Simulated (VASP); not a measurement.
Runs of VASP 6.6.1 on FeNi. The structure is that of space group P4/mmm (No. 123), or close to it. The cells are those of the table. 

```csv
task,cell,k mesh,cutoff (eV),gap on the mesh (eV),pressure (GPa),moment (μB)
single point,"a = 2.394, b = 2.394, c = 3.597 Å, 2 atoms",16 × 16 × 12,520,none,9.5,2.99
single point,"a = 2.394, b = 2.394, c = 3.633 Å, 2 atoms",16 × 16 × 12,520,none,(a),2.99
relaxation of cell and atoms,"relaxed from a = 2.512, b = 2.512, c = 3.531 Å, 2 atoms",16 × 16 × 12,600,none,0.0,3.16
single point,"a = 2.512, b = 2.512, c = 3.531 Å, 2 atoms",8 × 8 × 6,520,none,-6.1,3.30
single point,"a = 2.468, b = 2.468, c = 3.533 Å, 2 atoms",16 × 16 × 12,520,none,0.1,3.16
single point,"a = 2.518, b = 2.518, c = 3.465 Å, 2 atoms",16 × 16 × 12,520,none,-3.4,3.24
single point,"a = 2.518, b = 2.518, c = 3.491 Å, 2 atoms",16 × 16 × 12,520,none,(b),3.24
```

Alike in all rows: level PBEsol; potentials or basis VASP PAW PBE potentials, release 64 (Fe, Ni); spin collinear, ferromagnetic start; smearing gaussian 0.1 eV.

Question: Estimate the missing entries.

Answer: (a) 7.0; (b) -4.9.

Caveats: the PAW data sets were made with another functional, which shifts forces and pressure a little.

A gap of «none» marks levels without a gap at the run's occupations.
